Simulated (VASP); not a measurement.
GaP, 2 atoms in the cell. Symmetry: I-4m2, No. 119, tetragonal system. Conventional cell: a = 3.758 Å, b = 3.758 Å, c = 5.178 Å, α = 90.00°, β = 90.00°, γ = 90.00°. Within 3.0 Å of Ga (site symmetry -4m2) lie 4 P at 2.28 Å. P (site symmetry -4m2) has 4 Ga at 2.28 Å within 3.0 Å.  This cell differs from its parent crystal: strain -0.025 along x and y, -0.050 along z.

* Program: VASP 6.6.1
* Task: single point
* Functional: r2SCAN
* Potentials or basis: VASP PAW PBE potentials, release 64 (Ga_d, P)
* Cutoff: 520 eV
* k mesh: 8 × 8 × 8
* Occupations: gaussian, width 0.05 eV
* Spin: no spin polarisation
* Dipole correction: no
* Further INCAR settings: ALGO = Normal; EDIFF = 1e-07; NBANDS = 16

Potentials or basis: VASP PAW PBE potentials, release 64 (Ga_d, P).

Command:

```sh
$ cat potpaw_PBE.64/Ga_d/POTCAR potpaw_PBE.64/P/POTCAR > POTCAR
$ cp INCAR.step1 INCAR
$ mpirun -np 1 vasp_std > vasp.out
$ cp INCAR.step2 INCAR
$ mpirun -np 1 vasp_std > vasp.out
```

Hardware: 1 thread of Intel(R) Xeon(R) Platinum 8488C (Sapphire Rapids) (shared host).

Q: Estimate the wall time of this run.

A: It took 110 s on 1 thread of Intel(R) Xeon(R) Platinum 8488C (Sapphire Rapids), with other jobs on the host, peak memory 0.18 GiB. Counts: k points 59.
